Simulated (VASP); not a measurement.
# Mo (Im-3m) in VASP: single point with r2SCAN

Aim: the single point of Mo with r2SCAN.

All numbers are computed with VASP 6.6.1; they aren't measurements. Logs are shortened: lines on timing, memory, paths and dates and some standing lists are left out, and cuts for length are marked.

**1. The cell of the first run**

Symmetry: Im-3m, No. 229, cubic system. Conventional cell: a = 3.129 Å, b = 3.129 Å, c = 3.129 Å, α = 90.00°, β = 90.00°, γ = 90.00°. Mo (site symmetry m-3m) has 14 Mo at 2.71 to 3.13 Å within 3.6 Å.

**2. Single point, r2SCAN**

File POSCAR:

```
Mo
1.0
   -1.5647312348      1.5647312348      1.5647312348
    1.5647312348     -1.5647312348      1.5647312348
    1.5647312348      1.5647312348     -1.5647312348
Mo
1
Direct
    0.0000000000      0.0000000000      0.0000000000
```

File INCAR.step1:

```
SYSTEM = Mo
PREC = Accurate
ENCUT = 520
ISMEAR = 0
SIGMA = 0.1
LREAL = .False.
LASPH = .True.
NELM = 80
NBANDS = 13
GGA = PE
ALGO = Normal
EDIFF = 1E-4
LWAVE = .True.
LCHARG = .False.
```

File INCAR.step2:

```
SYSTEM = Mo
PREC = Accurate
ENCUT = 520
EDIFF = 1E-6
ISMEAR = 0
SIGMA = 0.1
LREAL = .False.
LASPH = .True.
NELM = 80
ALGO = Normal
ISIF = 2
LWAVE = .False.
LCHARG = .False.
METAGGA = R2SCAN
LMIXTAU = .True.
NBANDS = 13
ISTART = 1
```

File KPOINTS:

```
Automatic mesh
0
Gamma
  18 18 18
  0 0 0
```

Potentials or basis: VASP PAW PBE potentials, release 64 (Mo_sv).

Started as:

```
cat potpaw_PBE.64/Mo_sv/POTCAR > POTCAR
cp INCAR.step1 INCAR
mpirun -np 1 vasp_std > vasp.out
cp INCAR.step2 INCAR
mpirun -np 1 vasp_std > vasp.out
```

OUTCAR:

```text
SYSTEM = Mo
   PREC = Accurate
   ENCUT = 520
   EDIFF = 1E-6
   ISMEAR = 0
   LREAL = .False.
   LASPH = .True.
   NELM = 80
   ISIF = 2
   METAGGA = R2SCAN
   ISTART = 1

 ion  position               nearest neighbor table
   1  0.000  0.000  0.000-

  LATTYP: Found a body centered cubic cell.
 ALAT       =     3.1294624696

  Lattice vectors:

 A1 = (  -1.5647312348,   1.5647312348,   1.5647312348)
 A2 = (   1.5647312348,  -1.5647312348,   1.5647312348)
 A3 = (   1.5647312348,   1.5647312348,  -1.5647312348)

Analysis of symmetry for initial positions (statically):
=====================================================================
 Subroutine PRICEL returns:
 Original cell was already a primitive cell.

 Routine SETGRP: Setting up the symmetry group for a
 body centered cubic supercell.

 Subroutine GETGRP returns: Found 48 space group operations
 (whereof 48 operations were pure point group operations)
 out of a pool of 48 trial point group operations.

The static configuration has the point symmetry O_h .

Analysis of symmetry for dynamics (positions and initial velocities):
=====================================================================
 Subroutine PRICEL returns:
 Original cell was already a primitive cell.

 Routine SETGRP: Setting up the symmetry group for a
 body centered cubic supercell.

 Subroutine GETGRP returns: Found 48 space group operations
 (whereof 48 operations were pure point group operations)
 out of a pool of 48 trial point group operations.

The dynamic configuration has the point symmetry O_h .

 Subroutine INISYM returns: Found 48 space group operations
 (whereof 48 operations are pure point group operations),
 and found     1 'primitive' translations

----------------------------------------------------------------------------------------

                                     Primitive cell

  volume of cell :      15.3243

  direct lattice vectors                    reciprocal lattice vectors
    -1.564731235  1.564731235  1.564731235     0.000000000  0.319543695  0.319543695
     1.564731235 -1.564731235  1.564731235     0.319543695  0.000000000  0.319543695
     1.564731235  1.564731235 -1.564731235     0.319543695  0.319543695  0.000000000

  length of vectors
     2.710193999  2.710193999  2.710193999     0.451903027  0.451903027  0.451903027

  position of ions in fractional coordinates (direct lattice)
     0.000000000  0.000000000  0.000000000

  ion indices of the primitive-cell ions
   primitive index   ion index
                 1           1

----------------------------------------------------------------------------------------

 KPOINTS: Automatic mesh

Automatic generation of k-mesh.
 Grid dimensions read from file:
 generate k-points for:   18   18   18

 Generating k-lattice:

  Cartesian coordinates                     Fractional coordinates (reciprocal lattice)
     0.000000000  0.017752427  0.017752427     0.055555556  0.000000000  0.000000000
     0.017752427  0.000000000  0.017752427     0.000000000  0.055555556  0.000000000
     0.017752427  0.017752427  0.000000000     0.000000000  0.000000000  0.055555556

  Length of vectors
     0.025105724  0.025105724  0.025105724

  Shift w.r.t. Gamma in fractional coordinates (k-lattice)
     0.000000000  0.000000000  0.000000000

 Subroutine IBZKPT returns following result:
 ===========================================

 Found    195 irreducible k-points:

 Following reciprocal coordinates:
            Coordinates               Weight
  0.000000  0.000000  0.000000      1.000000
  0.055556  0.000000  0.000000     12.000000
  0.111111  0.000000  0.000000     12.000000
  0.166667  0.000000  0.000000     12.000000
  0.222222  0.000000  0.000000     12.000000
  0.277778  0.000000  0.000000     12.000000
[... 16 lines left out ...]
  0.333333  0.111111 -0.000000     48.000000
  0.388889  0.111111  0.000000     48.000000
 [... further k-points ...]
   k-points           NKPTS =    195   k-points in BZ     NKDIM =    195   number of bands    NBANDS=     13
   number of dos      NEDOS =    301   number of ions     NIONS =      1
   total plane-waves  NPLWV =   8000
   dimension x,y,z NGX =    20 NGY =   20 NGZ =   20
   dimension x,y,z NGXF=    40 NGYF=   40 NGZF=   40
   ions per type =               1
   NGX,Y,Z   is equivalent  to a cutoff of  12.27, 12.27, 12.27 a.u.
   NGXF,Y,Z  is equivalent  to a cutoff of  24.54, 24.54, 24.54 a.u.
 SYSTEM =  Mo
   PREC   = accura    normal or accurate (medium, high low for compatibility)
   ISTART =      1    job   : 0-new  1-cont  2-samecut
   ICHARG =      0    charge: 1-file 2-atom 10-const
   ISPIN  =      1    spin polarized calculation?
   LNONCOLLINEAR =      F non collinear calculations
   LSORBIT =      F    spin-orbit coupling
   LASPH  =      T    aspherical Exc in radial PAW
   ENCUT  =  520.0 eV  38.22 Ry    6.18 a.u.   5.04  5.04  5.04*2*pi/ulx,y,z
   NELM   =     80;   NELMIN=  2; NELMDL=  0     # of ELM steps
   EDIFF  = 0.1E-05   stopping-criterion for ELM
   LREAL  =      F    real-space projection
   EDIFFG = 0.1E-04   stopping-criterion for IOM
   NSW    =      0    number of steps for IOM
   IBRION =     -1    ionic relax: 0-MD 1-quasi-New 2-CG
   NFREE  =      0    steps in history (QN), initial steepest desc. (CG)
   ISIF   =      2    stress and relaxation
   ISYM   =      2    0-nonsym 1-usesym 2-fastsym
   POTIM  = 0.5000    time-step for ionic-motion
   TEBEG  =    0.0;   TEEND  =   0.0 temperature during run
   PSTRESS=    0.0 pullay stress
   NELECT =      14.0000    total number of electrons
   NUPDOWN=      -1.0000    fix difference up-down
   EMIN   =  10.00;   EMAX   =-10.00  energy-range for DOS
   EFERMI =   0.00;   METHOD = LEGACY
   ISMEAR =     0;   SIGMA  =   0.10  broadening in eV -4-tet -1-fermi 0-gaus
   EFERMI_NEDOS =   21; number of points for ismear=-14 and -15
   IALGO  =     38    algorithm
   IMIX   =      4    mixing-type and parameters
     AMIX     =   0.40;   BMIX     =  1.00
     AMIX_MAG =   1.60;   BMIX_MAG =  1.00
  volume/ion in A,a.u.               =      15.32       103.41
  Fermi-wavevector in a.u.,A,eV,Ry     =   1.588514  3.001857 34.332632  2.523377
  Thomas-Fermi vector in A             =   2.687506
   LORBIT       =      0    0 simple, 1 ext, 2 COOP (PROOUT), +10 PAW based schemes
   METAGGA = R2SCAN    functional components
   LHFCALC =     F    Hartree Fock is set to
   AEXX    =    0.0000 exact exchange contribution
   IVDW    =     0    specifies the selected vdW correction
   LEPSILON=     F    determine dielectric tensor
   LRPA    =     F    only Hartree local field effects (RPA)
 non-spin polarized calculation
 Gauss-broadening in eV      SIGMA  =   0.10
  energy-cutoff  :      520.00
  volume of cell :       15.32
 maximum number of plane-waves:       426
   NGX =  9   NGY =  9   NGZ =  9

 number of electron      13.9999998 magnetization

 Free energy of the ion-electron system (eV)
  ---------------------------------------------------
  ext. energy  EPLUGINS =         0.00000000
  ---------------------------------------------------
  free energy    TOTEN  =       -26.06953600 eV

  energy without entropy =      -26.06692607  energy(sigma->0) =      -26.06823104

 E-fermi :  12.8926     XC(G=0): -14.7634

 val. band max:       12.8810222600   @ k =   0.3889   0.1111   0.0000
 cond. band min:      12.8927207014   @ k =  -0.1667   0.1667   0.1111
 fundamental gap:      0.0116984414
 Fermi energy:        12.8925988855

 k-point     1 :       0.0000    0.0000    0.0000
  band No.  band energies     occupation
      1     -50.3549      2.00000
      2     -22.7761      2.00000
      3     -22.7761      2.00000
      4     -22.7761      2.00000
      5       5.1489      2.00000
      6      11.4119      2.00000
      7      11.4119      2.00000
      8      11.4119      2.00000
      9      14.8196      0.00000
     10      14.8196      0.00000
     11      28.3967      0.00000
     12      28.3967      0.00000
     13      28.3967      0.00000

 k-point     2 :       0.0556    0.0000    0.0000
  band No.  band energies     occupation
      1     -50.3456      2.00000
      2     -22.8281      2.00000
      3     -22.7919      2.00000
      4     -22.7765      2.00000
      5       5.2964      2.00000
      6      11.3267      2.00000
      7      11.3972      2.00000
      8      11.5496      2.00000
      9      14.6898      0.00000
     10      14.8203      0.00000
     11      28.5092      0.00000
     12      28.6451      0.00000
     13      28.6933      0.00000

 k-point     3 :       0.1111    0.0000    0.0000
  band No.  band energies     occupation
      1     -50.3186      2.00000
      2     -22.9765      2.00000
      3     -22.8373      2.00000
      4     -22.7777      2.00000
      5       5.7170      2.00000
      6      11.0905      2.00000
      7      11.3353      2.00000
      8      11.9570      2.00000
      9      14.4032      0.00000
     10      14.8284      0.00000
     11      28.7799      0.00000
     12      29.3686      0.00000
     13      29.4305      0.00000
[... 305 lines left out ...]
 k-point    23 :       0.3333    0.1111   -0.0000
  band No.  band energies     occupation
      1     -50.0642      2.00000
      2     -24.1678      2.00000
      3     -23.2744      2.00000
      4     -22.8572      2.00000
      5       7.7473      2.00000
      6       9.5000      2.00000
      7      12.2067      2.00000
      8      14.5142      0.00000
      9      15.6460      0.00000
     10      17.7041      0.00000
     11      26.3713      0.00000
     12      27.1423      0.00000
     13      32.0216      0.00000

 k-point    24 :       0.3889    0.1111    0.0000
  band No.  band energies     occupation
      1     -50.0377      2.00000
      2     -24.2787      2.00000
      3     -23.3270      2.00000
      4     -22.8595      2.00000
      5       7.5973      2.00000
      6       9.3615      2.00000
      7      12.8810      1.13005
      8      14.6572      0.00000
      9      15.8911      0.00000
     10      18.6318      0.00000
     11      25.4758      0.00000
     12      26.3527      0.00000
     13      31.0442      0.00000

 [... further k-points ...]
[... 5 lines left out ...]
  --------------------------------------------------------------------------------------
  -------------------------------------------------------------------------------------
  Total        0.6582041      0.6582041      0.6582041      0.0000000      0.0000000     -0.0000000
  in kB       68.8163960     68.8163960     68.8163960      0.0000000      0.0000000     -0.0000000
  external PRESSURE =      68.8163960 kB  Pullay stress =       0.0000000 kB

 VOLUME and BASIS-vectors are now :
 -----------------------------------------------------------------------------
  energy-cutoff  :      520.00
  volume of cell :       15.32
      direct lattice vectors                 reciprocal lattice vectors
    -1.564731235  1.564731235  1.564731235     0.000000000  0.319543695  0.319543695
     1.564731235 -1.564731235  1.564731235     0.319543695  0.000000000  0.319543695
     1.564731235  1.564731235 -1.564731235     0.319543695  0.319543695  0.000000000

 POSITION                                       TOTAL-FORCE (eV/Angst)
 -----------------------------------------------------------------------------------
      0.00000      0.00000      0.00000         0.000000      0.000000      0.000000
 -----------------------------------------------------------------------------------
    total drift:                                0.000000     -0.000000     -0.000000

  FREE ENERGIE OF THE ION-ELECTRON SYSTEM (eV)
  ---------------------------------------------------
  free  energy   TOTEN  =       -26.0695360029 eV

  energy  without entropy=      -26.0669260749  energy(sigma->0) =      -26.06823104
```

Wall time 52 s (1 thread of Intel Xeon 6975P-C (Granite Rapids), shared host); peak memory 0.15 GiB.

Results:

- Free energy: -26.0695 eV
- Pressure: 6.9 GPa
- Band gap on the k mesh: zero (band 7 reaches 17.13 eV, above the bottom of band 8 at 11.41 eV)

Caveat: the PAW data sets were made with another functional, which shifts forces and pressure a little.
